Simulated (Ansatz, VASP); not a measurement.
Two plane-wave programs on CdS

```
CELL_PARAMETERS angstrom
4.12445 0.00000 0.00000
-2.06223 3.57188 0.00000
0.00000 0.00000 6.70812
ATOMIC_POSITIONS crystal
Cd 0.33333 0.66667 0.99920
Cd 0.66667 0.33333 0.49920
S 0.33333 0.66667 0.37580
S 0.66667 0.33333 0.87580
```

Alike in both runs: functional PBEsol; k mesh 6 × 6 × 4; occupations gaussian, width 0.02 eV; no spin polarisation.

Ansatz relaxed the structure, and its values are those at the end. VASP's run is a single point on that final structure, the one shown.

|  | VASP | Ansatz |
| --- | --- | --- |
| version | VASP 6.6.1 | Ansatz 0.2.0 |
| potentials or method | VASP PAW PBE potentials, release 64 (Cd, S), cutoff 520 eV | scalar-relativistic, plane waves, PAW |
| valence electrons in the cell | 36 | 52 |

VASP gave:

```
gap on the k mesh at the Fermi level (eV) : 1.10
least direct gap on the mesh (eV)         : 1.10
pressure (GPa)                            : 0.4
```

**Question.** What did Ansatz give for the same quantities?

**Answer.** gap on the k mesh at the Fermi level (eV): 1.09; least direct gap on the mesh (eV): 1.09; pressure (GPa): 0.0.

VASP's potentials were made for PBE, not for PBEsol. VASP's potentials hold 36 valence electrons a cell and Ansatz's 52, so a difference there can come from the potentials and not from the codes.
